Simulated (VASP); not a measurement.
# Si (P2_1) in VASP: single point with PBE

Aim: the single point of Si with PBE.

Everything below comes from runs of VASP 6.6.1. Logs are shortened: lines on timing, memory, paths and dates and some standing lists are left out, and cuts for length are marked.

**1. The cell of the first run**

The structure is monoclinic, space group P2_1 (No. 4). The conventional cell has a = 3.868 Å, b = 5.470 Å, c = 3.868 Å, α = 90.00°, β = 90.00°, γ = 90.00°. Within 3.1 Å of Si (site symmetry 1) lie 4 Si at 2.32 to 2.43 Å. Si (site symmetry 1) has 4 Si at 2.32 to 2.43 Å within 3.1 Å.

**2. Single point, PBE (atoms displaced along several vibrational modes)**

The input, INCAR:

```
ALGO = Normal
EDIFF = 1E-6
ENCUT = 520
GGA = PE
ISIF = 2
ISMEAR = 0
LASPH = T
LCHARG = F
LREAL = F
LWAVE = F
NBANDS = 16
NELM = 100
PREC = Accurate
SIGMA = 0.05
```

The input, KPOINTS:

```
k-points
0
Gamma
  8 8 6
```

The input, POSCAR:

```
Si
1.0
    0.0000000000     -2.7347607592     -2.7347607592
    0.0000000000      2.7347607592     -2.7347607592
    5.4695215184      0.0000000000      0.0000000000
Si
4
Direct
    0.5157327541      0.5205649944      0.0000000000
   -0.0157327541     -0.0205649944      0.5000000000
    1.0001234603      0.4621760298      0.2500000000
    0.4998765397      0.0378239702      0.7500000000
```

Potentials or basis: VASP PAW PBE potentials, release 64 (Si).

Command:

```sh
> cat potpaw_PBE.64/Si/POTCAR > POTCAR
> mpirun -np 1 vasp_std > vasp.out
```

OUTCAR:

```text
EDIFF = 1E-6
   ENCUT = 520
   GGA = PE
   ISIF = 2
   ISMEAR = 0
   LASPH = T
   LREAL = F
   NELM = 100
   PREC = Accurate

 ion  position               nearest neighbor table
   1  0.516  0.521  0.000-   4 2.32   3 2.33   4 2.42   3 2.43
   2  0.984  0.979  0.500-   3 2.32   4 2.33   3 2.42   4 2.43
   3  0.000  0.462  0.250-   2 2.32   1 2.33   2 2.42   1 2.43
   4  0.500  0.038  0.750-   1 2.32   2 2.33   1 2.42   2 2.43

  LATTYP: Found a simple tetragonal cell.
 ALAT       =     3.8675357555
 C/A-ratio  =     1.4142135624

  Lattice vectors:

 A1 = (   0.0000000000,  -2.7347607592,  -2.7347607592)
 A2 = (   0.0000000000,   2.7347607592,  -2.7347607592)
 A3 = (   5.4695215184,   0.0000000000,   0.0000000000)

Analysis of symmetry for initial positions (statically):
=====================================================================
 Subroutine PRICEL returns:
 Original cell was already a primitive cell.

 Routine SETGRP: Setting up the symmetry group for a
 simple tetragonal supercell.

 Subroutine GETGRP returns: Found  2 space group operations
 (whereof  1 operations were pure point group operations)
 out of a pool of 16 trial point group operations.

The static configuration has the point symmetry C_1 .
 The point group associated with its full space group is C_2 .

Analysis of symmetry for dynamics (positions and initial velocities):
=====================================================================
 Subroutine PRICEL returns:
 Original cell was already a primitive cell.

 Routine SETGRP: Setting up the symmetry group for a
 simple tetragonal supercell.

 Subroutine GETGRP returns: Found  2 space group operations
 (whereof  1 operations were pure point group operations)
 out of a pool of 16 trial point group operations.

The dynamic configuration has the point symmetry C_1 .
 The point group associated with its full space group is C_2 .

 Subroutine INISYM returns: Found  2 space group operations
 (whereof  1 operations are pure point group operations),
 and found     1 'primitive' translations

----------------------------------------------------------------------------------------

                                     Primitive cell

  volume of cell :      81.8122
[... 92 lines left out ...]
   NELM   =    100;   NELMIN=  2; NELMDL= -5     # of ELM steps
   EDIFF  = 0.1E-05   stopping-criterion for ELM
   LREAL  =      F    real-space projection
   EDIFFG = 0.1E-04   stopping-criterion for IOM
   NSW    =      0    number of steps for IOM
   IBRION =     -1    ionic relax: 0-MD 1-quasi-New 2-CG
   NFREE  =      0    steps in history (QN), initial steepest desc. (CG)
   ISIF   =      2    stress and relaxation
   ISYM   =      2    0-nonsym 1-usesym 2-fastsym
   POTIM  = 0.5000    time-step for ionic-motion
   TEBEG  =    0.0;   TEEND  =   0.0 temperature during run
   PSTRESS=    0.0 pullay stress
   NELECT =      16.0000    total number of electrons
   NUPDOWN=      -1.0000    fix difference up-down
   EMIN   =  10.00;   EMAX   =-10.00  energy-range for DOS
   EFERMI =   0.00;   METHOD = LEGACY
   ISMEAR =     0;   SIGMA  =   0.05  broadening in eV -4-tet -1-fermi 0-gaus
   EFERMI_NEDOS =   21; number of points for ismear=-14 and -15
   IALGO  =     38    algorithm
   IMIX   =      4    mixing-type and parameters
     AMIX     =   0.40;   BMIX     =  1.00
     AMIX_MAG =   1.60;   BMIX_MAG =  1.00
  volume/ion in A,a.u.               =      20.45       138.02
  Fermi-wavevector in a.u.,A,eV,Ry     =   0.950259  1.795730 12.285964  0.902993
  Thomas-Fermi vector in A             =   2.078619
   LORBIT       =      0    0 simple, 1 ext, 2 COOP (PROOUT), +10 PAW based schemes
   GGA     = PE    functional components
   LHFCALC =     F    Hartree Fock is set to
   AEXX    =    0.0000 exact exchange contribution
   IVDW    =     0    specifies the selected vdW correction
   LEPSILON=     F    determine dielectric tensor
   LRPA    =     F    only Hartree local field effects (RPA)
 non-spin polarized calculation
 Gauss-broadening in eV      SIGMA  =   0.05
  energy-cutoff  :      520.00
  volume of cell :       81.81
 maximum number of plane-waves:      2248
 NGX is ok and might be reduce to    30
   NGX = 15   NGY = 15   NGZ = 21

 number of electron      15.9999999 magnetization

 Free energy of the ion-electron system (eV)
  ---------------------------------------------------
  ext. energy  EPLUGINS =         0.00000000
  ---------------------------------------------------
  free energy    TOTEN  =       -21.55378442 eV

  energy without entropy =      -21.55378442  energy(sigma->0) =      -21.55378442

 E-fermi :   5.9064     XC(G=0):  -9.3372

 val. band max:        5.6705381012   @ k =   0.0000   0.0000   0.0000
 cond. band min:       6.2038973608   @ k =  -0.3750   0.3750   0.0000
 fundamental gap:      0.5333592596
 Fermi energy:         5.9064350062

 k-point     1 :       0.0000    0.0000    0.0000
  band No.  band energies     occupation
      1      -6.2017      2.00000
      2      -2.1537      2.00000
      3      -2.1033      2.00000
      4       2.8216      2.00000
      5       2.8629      2.00000
      6       5.3949      2.00000
[... 433 lines left out ...]
      3      -1.2580      2.00000
      4       0.9164      2.00000
      5       1.8121      2.00000
      6       2.3285      2.00000
[... 8 lines left out ...]
     15      12.3069      0.00000
     16      12.9760      0.00000

 [... further k-points ...]

------------------------ aborting loop because EDIFF is reached ----------------------------------------

  FORCE on cell =-STRESS in cart. coord.  units (eV):
  Direction    XX          YY          ZZ          XY          YZ          ZX
  --------------------------------------------------------------------------------------
  -------------------------------------------------------------------------------------
  Total       -0.0037881      0.0352059     -0.2596648      0.0000000     -0.1106027      0.0000000
  in kB       -0.0741850      0.6894590     -5.0851729      0.0000000     -2.1659984      0.0000000
  external PRESSURE =      -1.4899663 kB  Pullay stress =       0.0000000 kB

 VOLUME and BASIS-vectors are now :
 -----------------------------------------------------------------------------
  energy-cutoff  :      520.00
  volume of cell :       81.81
      direct lattice vectors                 reciprocal lattice vectors
     0.000000000 -2.734760759 -2.734760759     0.000000000 -0.182831349 -0.182831349
     0.000000000  2.734760759 -2.734760759     0.000000000  0.182831349 -0.182831349
     5.469521518  0.000000000  0.000000000     0.182831349  0.000000000  0.000000000

 POSITION                                       TOTAL-FORCE (eV/Angst)
 -----------------------------------------------------------------------------------
      0.00000      0.01322     -2.83403         0.113943      0.761448      0.162670
      2.73476     -0.01322     -5.37026         0.113943     -0.761448     -0.162670
      1.36738      1.26360     -1.26428        -0.113943      0.289820     -1.037650
      4.10214     -1.26360     -1.47048        -0.113943     -0.289820      1.037650
 -----------------------------------------------------------------------------------
    total drift:                               -0.000011     -0.000000     -0.000000

  FREE ENERGIE OF THE ION-ELECTRON SYSTEM (eV)
  ---------------------------------------------------
  free  energy   TOTEN  =       -21.5537844247 eV

  energy  without entropy=      -21.5537844247  energy(sigma->0) =      -21.55378442
```

OSZICAR:

```text
N       E                     dE             d eps       ncg     rms          rms(c)
DAV:   1     0.265936977393E+02    0.26594E+02   -0.59819E+03  4352   0.820E+02
DAV:   2    -0.199543886890E+02   -0.46548E+02   -0.42292E+02  6096   0.120E+02
DAV:   3    -0.218731338849E+02   -0.19187E+01   -0.19021E+01  5736   0.229E+01
DAV:   4    -0.218954524738E+02   -0.22319E-01   -0.22313E-01  5544   0.321E+00
DAV:   5    -0.218958393059E+02   -0.38683E-03   -0.38681E-03  5808   0.400E-01    0.669E+00
DAV:   6    -0.216576442998E+02    0.23820E+00   -0.10192E-01  5096   0.154E+00    0.406E+00
DAV:   7    -0.215512661683E+02    0.10638E+00   -0.21102E-01  5504   0.228E+00    0.260E-01
DAV:   8    -0.215532226530E+02   -0.19565E-02   -0.16147E-02  5088   0.698E-01    0.136E-01
DAV:   9    -0.215536727716E+02   -0.45012E-03   -0.81832E-04  5944   0.170E-01    0.861E-02
DAV:  10    -0.215537608375E+02   -0.88066E-04   -0.12772E-04  5136   0.588E-02    0.367E-02
DAV:  11    -0.215537837265E+02   -0.22889E-04   -0.34321E-05  5520   0.337E-02    0.101E-02
DAV:  12    -0.215537844247E+02   -0.69826E-06   -0.21166E-06  5560   0.782E-03
   1 F= -.21553784E+02 E0= -.21553784E+02  d E =-.160116E-13
```

Run time: 63 s. Hardware: 1 thread of AMD EPYC 9R45 (Zen 5), shared host; peak memory 0.23 GiB.

Results:

- Free energy: -21.5538 eV
- Pressure: -0.1 GPa
- Largest force: 1.083 eV/Å
- Band gap on the k mesh: 0.53 eV (least direct gap 0.67 eV)

Forces in eV/Å, atoms in the order of the input:
```
Si   0.114  0.761  0.163
Si   0.114 -0.761 -0.163
Si  -0.114  0.290 -1.038
Si  -0.114 -0.290  1.038
```

Caveat: the cell differs from its parent crystal (atoms displaced along several vibrational modes); forces of over 1 eV/Å act on the atoms, so gaps and moduli don't describe the material at rest.
